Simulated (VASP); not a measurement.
Crystal: P.

```
P
1.0
     6.73105    0.00000    0.00000
    -3.36553    5.82926    0.00000
     0.00000    0.00000    3.78746
P
8
Direct
  0.80671 0.19329 0.50000
  0.80671 0.61342 0.50000
  0.38658 0.19329 0.50000
  0.19329 0.80671 0.50000
  0.19329 0.38658 0.50000
  0.61342 0.80671 0.50000
  0.33333 0.66667 0.00000
  0.66667 0.33333 0.00000
```

The cell was generated, and may not be a known phase.

| Property | Result |
| --- | --- |
| Program | VASP 6.6.1 |
| Task | relaxation of cell and atoms |
| Functional | PBE |
| Potentials or basis | VASP PAW PBE potentials, release 64 (P) |
| Cutoff | 600 eV |
| k mesh | 6 × 6 × 10 |
| Occupations | gaussian, width 0.1 eV |
| Spin | no spin polarisation |

At the start: pressure 0.3 GPa; volume 18.58 Å³/atom.

Problem. How do energy, volume and symmetry change on relaxing?

Solution. Over 5 steps the energy falls by 2.1 meV/atom and the volume is 18.70 Å³/atom (+0.7 %); space group P6/mmm (No. 191, to 0.1 Å) before and after.

Step by step:
```
step  energy change (eV)  largest force (eV/Å)  pressure (GPa)  volume (Å³)
   1              0.0000                0.1913            0.26       148.61
   2             -0.0125                0.1000            0.06       149.25
   3             -0.0140                0.0569           -0.01       149.54
   4             -0.0158                0.0359            0.00       149.57
   5             -0.0170                0.0013            0.02       149.62
```

Final structure:
```
P
1.0
     6.73484    0.00000    0.00000
    -3.36742    5.83255    0.00000
     0.00000    0.00000    3.80882
P
8
Direct
  0.80876 0.19124 0.50000
  0.80876 0.61752 0.50000
  0.38248 0.19124 0.50000
  0.19124 0.80876 0.50000
  0.19124 0.38248 0.50000
  0.61752 0.80876 0.50000
  0.33333 0.66667 0.00000
  0.66667 0.33333 0.00000
```
